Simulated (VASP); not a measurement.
# TaO4F (I-4) in VASP: further runs, part 2 of 2

VASP 6.6.1.

## (4) Single point, r2SCAN

POSCAR reads:

```
TaO4F
1.0
   -2.3718150000      2.3718150000      3.2140520000
    2.3718150000     -2.3718150000      3.2140520000
    2.3718150000      2.3718150000     -3.2140520000
Ta F O
1 1 4
Direct
    0.0000000000      0.0000000000      0.0000000000
    0.2500000000      0.7500000000      0.5000000000
    0.3890000000      0.3500000000      0.5030000000
    0.6500000000      0.1530000000      0.0390000000
    0.8470000000      0.8860000000      0.4970000000
    0.1140000000      0.6110000000      0.9610000000
```

INCAR.step1 reads:

```
SYSTEM = TaO4F
PREC     = Accurate       ! precision mode
ENCUT    = 520            ! plane-wave cutoff, eV
ISMEAR   = -1             ! smearing method
SIGMA    = 0.1            ! smearing width, eV
LREAL    = .False.        ! projectors in reciprocal space
LASPH    = .True.         ! aspherical terms in the spheres
NELM     = 100            ! most SCF steps
NBANDS   = 30             ! bands
GGA      = PE             ! functional
ALGO     = Normal         ! electronic algorithm
EDIFF    = 1E-4           ! SCF threshold, eV
LWAVE    = .True.         ! write WAVECAR
LCHARG   = .False.        ! write CHGCAR
```

INCAR.step2 reads:

```
SYSTEM = TaO4F
PREC     = Accurate       ! precision mode
ENCUT    = 520            ! plane-wave cutoff, eV
EDIFF    = 1E-6           ! SCF threshold, eV
ISMEAR   = -1             ! smearing method
SIGMA    = 0.1            ! smearing width, eV
LREAL    = .False.        ! projectors in reciprocal space
LASPH    = .True.         ! aspherical terms in the spheres
NELM     = 100            ! most SCF steps
ALGO     = Normal         ! electronic algorithm
ISIF     = 2              ! what is computed and relaxed
LWAVE    = .False.        ! write WAVECAR
LCHARG   = .True.         ! write CHGCAR
METAGGA  = R2SCAN         ! meta-GGA
LMIXTAU  = .True.       
LELF     = .True.         ! ELF
LVHAR    = .True.       
NBANDS   = 30             ! bands
ISTART   = 1
```

KPOINTS reads:

```
Automatic mesh
0
Gamma
  8 8 8
  0 0 0
```

Potentials or basis: VASP PAW PBE potentials, release 64 (Ta_pv, F, O).

Started as:

```bash
cat potpaw_PBE.64/Ta_pv/POTCAR potpaw_PBE.64/F/POTCAR potpaw_PBE.64/O/POTCAR > POTCAR
cp INCAR.step1 INCAR
mpirun -np 1 vasp_std > vasp.out
cp INCAR.step2 INCAR
mpirun -np 1 vasp_std > vasp.out
```

OUTCAR:

```text
SYSTEM = TaO4F
   PREC = Accurate
   ENCUT = 520
   EDIFF = 1E-6
   ISMEAR = -1
   LREAL = .False.
   LASPH = .True.
   NELM = 100
   ISIF = 2
   METAGGA = R2SCAN
   ISTART = 1

 ion  position               nearest neighbor table
   1  0.000  0.000  0.000-   3 1.85   4 1.85   6 1.85   5 1.85
   2  0.250  0.750  0.500-
   3  0.389  0.350  0.503-   1 1.85
   4  0.650  0.153  0.039-   1 1.85
   5  0.847  0.886  0.497-   1 1.85
   6  0.114  0.611  0.961-   1 1.85

  LATTYP: Found a body centered tetragonal cell.
 ALAT       =     4.7436300000
 C/A-ratio  =     1.3551023162

  Lattice vectors:

 A1 = (  -2.3718150000,   2.3718150000,   3.2140520000)
 A2 = (   2.3718150000,  -2.3718150000,   3.2140520000)
 A3 = (   2.3718150000,   2.3718150000,  -3.2140520000)

Analysis of symmetry for initial positions (statically):
[... 177 lines left out ...]

  energy without entropy =      -78.62473277  energy(sigma->0) =      -78.70756425

 E-fermi :  -0.2755     XC(G=0): -10.9490

 val. band max:       -0.2766705935   @ k =  -0.1250  -0.3750   0.1250
 cond. band min:      -0.2649915111   @ k =  -0.2500  -0.3750   0.1250
 fundamental gap:      0.0116790824
 Fermi energy:        -0.2755006822

 k-point     1 :       0.0000    0.0000    0.0000
  band No.  band energies     occupation
      1     -34.9785      2.00000
      2     -34.9785      2.00000
      3     -34.9170      2.00000
      4     -24.5066      2.00000
      5     -18.3239      2.00000
      6     -17.6694      2.00000
[... 781 lines left out ...]
     29      11.0278      0.00000
     30      12.2387      0.00000

 [... further k-points ...]

------------------------ aborting loop because EDIFF is reached ----------------------------------------

  FORCE on cell =-STRESS in cart. coord.  units (eV):
  Direction    XX          YY          ZZ          XY          YZ          ZX
  --------------------------------------------------------------------------------------
  -------------------------------------------------------------------------------------
  Total        4.2016712      4.2016712      1.7181865     -0.0000004      0.0000000      0.0000000
  in kB       93.0803759     93.0803759     38.0632946     -0.0000096      0.0000000      0.0000000
  external PRESSURE =      74.7413488 kB  Pullay stress =       0.0000000 kB

 VOLUME and BASIS-vectors are now :
 -----------------------------------------------------------------------------
  energy-cutoff  :      520.00
  volume of cell :       72.32
      direct lattice vectors                 reciprocal lattice vectors
    -2.371815000  2.371815000  3.214052000     0.000000000  0.210809022  0.155566867
     2.371815000 -2.371815000  3.214052000     0.210809022  0.000000000  0.155566867
     2.371815000  2.371815000 -3.214052000     0.210809022  0.210809022  0.000000000

 POSITION                                       TOTAL-FORCE (eV/Angst)
 -----------------------------------------------------------------------------------
      0.00000      0.00000      0.00000         0.000000     -0.000000      0.000000
      2.37181      0.00000      1.60703         0.000000     -0.000000      0.000000
      1.10052      1.28552      0.75852         0.469620      0.674206      1.030261
     -1.08629      1.27129      2.45554         0.674206     -0.469620     -1.030261
      1.27129      1.08629      3.97257        -0.469620     -0.674206      1.030261
      3.45811      1.10052     -0.75852        -0.674206      0.469620     -1.030261
 -----------------------------------------------------------------------------------
    total drift:                               -0.000012     -0.000013     -0.000023

  FREE ENERGIE OF THE ION-ELECTRON SYSTEM (eV)
  ---------------------------------------------------
  free  energy   TOTEN  =       -78.7903957233 eV

  energy  without entropy=      -78.6247327742  energy(sigma->0) =      -78.70756425
```

OUTCAR.step1:

```text
SYSTEM = TaO4F
   PREC = Accurate
   ENCUT = 520
   ISMEAR = -1
   LREAL = .False.
   LASPH = .True.
[... 1028 lines left out ...]
     -1.08629      1.27129      2.45554         0.907094     -0.541393     -1.067928
      1.27129      1.08629      3.97257        -0.541393     -0.907094      1.067928
      3.45811      1.10052     -0.75852        -0.907094      0.541393     -1.067928
 -----------------------------------------------------------------------------------
    total drift:                               -0.000000      0.000000     -0.000000

  FREE ENERGIE OF THE ION-ELECTRON SYSTEM (eV)
  ---------------------------------------------------
  free  energy   TOTEN  =       -36.6048384604 eV

  energy  without entropy=      -36.4169279364  energy(sigma->0) =      -36.51088320
```

OSZICAR.step1:

```text
N       E                     dE             d eps       ncg     rms          rms(c)
DAV:   1     0.325065944004E+03    0.32507E+03   -0.23872E+04  4680   0.138E+03
DAV:   2    -0.231316255733E+02   -0.34820E+03   -0.33888E+03  5960   0.370E+02
DAV:   3    -0.418979704778E+02   -0.18766E+02   -0.18557E+02  5442   0.854E+01
DAV:   4    -0.420863902116E+02   -0.18842E+00   -0.18833E+00  5378   0.955E+00
DAV:   5    -0.420884858646E+02   -0.20957E-02   -0.20955E-02  5562   0.966E-01    0.383E+01
DAV:   6    -0.401843512086E+02    0.19041E+01   -0.72712E+01  5190   0.442E+01    0.193E+01
DAV:   7    -0.367860660603E+02    0.33983E+01   -0.10069E+01  5214   0.223E+01    0.134E+01
DAV:   8    -0.366183861158E+02    0.16768E+00   -0.98707E-01  5382   0.579E+00    0.532E+00
DAV:   9    -0.366190800048E+02   -0.69389E-03   -0.10596E-01  5330   0.260E+00    0.128E+00
DAV:  10    -0.366051112870E+02    0.13969E-01   -0.70323E-02  5336   0.169E+00    0.374E-01
DAV:  11    -0.366053335138E+02   -0.22223E-03   -0.12199E-02  5292   0.611E-01    0.245E-01
DAV:  12    -0.366048249308E+02    0.50858E-03   -0.25262E-03  5406   0.308E-01    0.521E-02
DAV:  13    -0.366048384604E+02   -0.13530E-04   -0.17733E-04  3528   0.805E-02
   1 F= -.36604838E+02 E0= -.36510883E+02  d E =-.187911E+00
```

It took 9.5 min on 1 thread of Intel Xeon Platinum 8259CL at 2.50GHz (Skylake/Cascade Lake), shared host; peak memory 0.32 GiB.

What came out:

* Free energy: -78.7904 eV
* Pressure: 7.5 GPa
* Largest force: 1.318 eV/Å
* Band gap on the k mesh: zero (bands 21 and 22 overlap by 0.39 eV)

Forces on the atoms (eV/Å):
```
Ta   0.000  0.000  0.000
F    0.000  0.000  0.000
O    0.470  0.674  1.030
O    0.674 -0.470 -1.030
O   -0.470 -0.674  1.030
O   -0.674  0.470 -1.030
```

Stress tensor (GPa, compression positive):
```
9.31 0.00 0.00
0.00 9.31 0.00
0.00 0.00 3.81
```

Levels at points of the mesh, in eV from the Fermi level:
| k point | band 18 | band 19 | band 20 | band 21 | band 22 | band 23 | band 24 | band 25 |
| --- | --- | --- | --- | --- | --- | --- | --- | --- |
| (0.00, 0.00, 0.00) | -1.20 | -1.20 | -0.99 | -0.35 | 0.60 | 0.60 | 5.52 | 6.56 |
| (0.50, 0.00, 0.00) | -1.50 | -0.91 | -0.59 | -0.15 | 0.34 | 0.36 | 5.35 | 6.59 |
| (0.50, 0.50, 0.00) | -1.10 | -0.90 | -0.71 | -0.57 | -0.07 | 0.48 | 5.41 | 6.75 |
| (0.50, 0.50, 0.50) | -0.63 | -0.63 | -0.49 | 0.23 | 0.23 | 0.35 | 4.74 | 6.64 |

Caveat: the cell stands under pressure; the PAW data sets were made with another functional, which shifts forces and pressure a little; spin-orbit coupling is left out, which moves the levels of the heavy elements.

## (5) The runs side by side

```tsv
task	potentials or basis	cell	k mesh	cutoff (eV)	gap on the mesh (eV)	pressure (GPa)	largest force (eV/Å)
relaxation of cell and atoms	VASP PAW PBE potentials, release 64 (Ta_pv, F, O)	relaxed from a = 4.646 Å, angles 118.6, 118.6, 92.4°, 6 atoms, atomic positions A	5 × 5 × 5	600	0.08	-0.3	0.02
single point	VASP PAW PBE potentials, release 64 (Ta_sv_GW, F, O)	a = 4.301 Å, angles 109.3, 109.3, 109.8°, 6 atoms, atomic positions B	5 × 5 × 5	660	0.08	-0.2	0.10
single point	VASP PAW PBE potentials, release 64 (Ta_pv, F, O)	a = 4.646 Å, angles 118.6, 118.6, 92.4°, 6 atoms, atomic positions A	8 × 8 × 8	520	none	7.5	1.32
```

Alike in all rows: level r2SCAN; no spin polarisation; smearing fermi-dirac 0.1 eV.

Caveats: the PAW data sets were made with another functional, which shifts forces and pressure a little; spin-orbit coupling is left out, which moves the levels of the heavy elements; an odd mesh through Γ misses points on the zone boundary, where band edges can lie (at least some runs); the cell stands under pressure (at least some runs).

Absolute energies hang on the potentials; compare differences alone.
